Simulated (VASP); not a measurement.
Runs of VASP 6.6.1 on B4Ru. The structure is that of space group P6/mmm (No. 191), or close to it. The cells are those of the table. 

```tsv
task	spin	cell	k mesh	cutoff (eV)	gap on the mesh (eV)	pressure (GPa)	relaxed volume (Å³/atom)
relaxation of cell and atoms	off	relaxed from a = 2.967, b = 2.967, c = 5.585 Å, angles 90.0, 90.0, 120.0°, 5 atoms	6 × 6 × 4	600	none	0.1	8.88
single point	off	a = 2.967, b = 2.967, c = 5.585 Å, angles 90.0, 90.0, 120.0°, 5 atoms	6 × 6 × 4	520	none	79.9	-
single point	off	a = 3.528, b = 3.528, c = 4.118 Å, angles 90.0, 90.0, 120.0°, 5 atoms	6 × 6 × 4	520	none	0.1	-
single point	collinear, ferromagnetic start	a = 3.528, b = 3.528, c = 4.118 Å, angles 90.0, 90.0, 120.0°, 5 atoms	6 × 6 × 4	520	none	0.2	-
relaxation of cell and atoms	off	relaxed from a = 3.528, b = 3.528, c = 4.118 Å, angles 90.0, 90.0, 120.0°, 5 atoms	12 × 12 × 10	600	none	0.1	(b)
single point	off	a = 3.534, b = 3.534, c = 4.098 Å, angles 90.0, 90.0, 120.0°, 5 atoms	12 × 12 × 10	520	none	(a)	-
```

Alike in all rows: level PBE; potentials or basis VASP PAW PBE potentials, release 64 (B, Ru_pv); smearing gaussian 0.1 eV.

Question: Fill in the values left out.

Answer: (a) 0.0; (b) 8.86.

Caveats: some runs use coarse meshes.

A k mesh can miss the band edges, and the runs leave out spin-orbit coupling on Ru.

A gap of «none» marks levels without a gap at the run's occupations.
